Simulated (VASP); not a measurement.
Crystal: C.

```xyz
8
Lattice="-2.4608 2.5091 -0.0145 2.4953 2.5436 0.0667 1.1612 -1.2991 -4.4960" Properties=species:S:1:pos:R:3 pbc="T T T"
C     1.1444    1.1926   -3.7306
C    -1.2772    1.2218   -3.6647
C    -1.2460    2.5204   -1.4876
C     1.2441    2.4869   -1.4744
C    -0.0116    0.0010   -0.7695
C     0.0316    2.5176   -0.7593
C     1.2176    0.0078   -3.0059
C     1.1846    2.5227   -2.9497
```

```yaml
Program: VASP 6.6.1
Task: relaxation of cell and atoms
Functional: PBE
Potentials_or_basis: VASP PAW PBE potentials, release 64 (C)
Cutoff: 600 eV
k_mesh: 6 × 6 × 6
Occupations: gaussian, width 0.2 eV
Spin: no spin polarisation
```

At the start: pressure -6.1 GPa; volume 7.05 Å³/atom.

Task: Where does the relaxation end?

Result: Over 16 steps the energy falls by 91.8 meV/atom and the volume is 6.97 Å³/atom (-1.0 %); space group P1 (No. 1, to 0.1 Å) before, I4_1/amd (No. 141, to 0.1 Å).

The path:
| step | energy change (eV) | largest force (eV/Å) | pressure (GPa) | volume (Å³) |
| --- | --- | --- | --- | --- |
| 1 | 0.0000 | 3.1193 | -6.13 | 56.36 |
| 2 | 1.3033 | 10.8480 | 29.27 | 53.98 |
| 3 | -0.6102 | 1.2954 | 0.46 | 55.48 |
| 4 | -0.5512 | 2.0688 | 5.25 | 55.36 |
| 5 | -0.7041 | 0.5387 | 2.02 | 55.43 |
| 6 | -0.7200 | 0.5638 | -0.88 | 55.97 |
| 7 | -0.7235 | 0.3866 | -0.05 | 55.81 |
| 8 | -0.7297 | 0.3152 | -1.10 | 55.97 |
| 9 | -0.7304 | 0.1710 | -0.85 | 55.93 |
| 10 | -0.7334 | 0.1524 | 0.01 | 55.78 |
| 11 | -0.7334 | 0.1461 | -0.02 | 55.78 |
| 12 | -0.7339 | 0.1345 | 0.36 | 55.72 |
| 13 | -0.7342 | 0.0454 | 0.22 | 55.74 |
| 14 | -0.7345 | 0.0500 | 0.01 | 55.77 |
| 15 | -0.7345 | 0.0628 | -0.04 | 55.78 |
| 16 | -0.7347 | 0.0248 | -0.12 | 55.80 |

Final structure:
```
C
1.0
    -2.53312    2.53415    0.00026
     2.54299    2.54340   -0.00041
     1.26485   -1.26751   -4.32994
C
8
Cartesian
  1.2703 1.2714 -3.5831
  1.2748 3.8100 -3.5832
  -1.2648 2.5355 -1.4179
  1.2733 2.5418 -1.4187
  2.5424 2.5433 -0.7470
  0.0046 2.5389 -0.7472
  1.2686 0.0019 -2.9115
  1.2729 2.5407 -2.9121
```

Caveat: this functional lacks dispersion, which binds layers or chains, so the pressure and a relaxed spacing across them are unreliable.
